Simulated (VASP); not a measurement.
## K2Cd: single point with r2SCAN

Crystal: K2Cd.

```
Cd K
1.0
     0.00000    4.31895    0.00000
     4.31895    0.00000    0.00000
     2.15947    2.15947   -8.01367
Cd K
1 2
Direct
  0.00000 0.00000 0.00000
  0.36782 0.36782 0.26435
  0.63218 0.63218 0.73565
```

```json
{
  "Program": "VASP 6.6.1",
  "Task": "single point",
  "Functional": "r2SCAN",
  "Potentials or basis": "VASP PAW PBE potentials, release 64 (Cd, K_sv)",
  "Cutoff": "520 eV",
  "k mesh": "8 × 8 × 8",
  "Occupations": "fermi-dirac, width 0.1 eV",
  "Spin": "no spin polarisation"
}
```

| Property | Result |
| --- | --- |
| Pressure | 0.0 GPa |
| Band gap on the k mesh | zero (bands 15 and 16 overlap by 1.01 eV) |

Levels at points of the mesh, in eV from the Fermi level:
| k point | band 11 | band 12 | band 13 | band 14 | band 15 | band 16 | band 17 | band 18 | band 19 | band 20 |
| --- | --- | --- | --- | --- | --- | --- | --- | --- | --- | --- |
| (0.00, 0.00, 0.00) | -9.17 | -9.17 | -9.13 | -4.67 | -0.66 | -0.61 | 3.51 | 3.51 | 3.64 | 3.71 |
| (0.50, 0.00, 0.00) | -9.17 | -9.16 | -9.12 | -3.39 | -0.95 | 0.39 | 0.87 | 2.20 | 3.13 | 3.93 |
| (0.50, 0.50, 0.00) | -9.20 | -9.15 | -9.07 | -2.36 | 0.14 | 0.14 | 0.83 | 2.49 | 2.51 | 2.70 |
| (0.00, 0.00, 0.50) | -9.17 | -9.17 | -9.13 | -4.58 | -1.84 | 1.77 | 2.26 | 3.27 | 3.51 | 3.51 |

Run time: 34 min on 1 thread of Intel Xeon 8259CL (shared host), peak memory 0.4 GiB.

Caveat: the PAW data sets were made with another functional, which shifts forces and pressure a little.
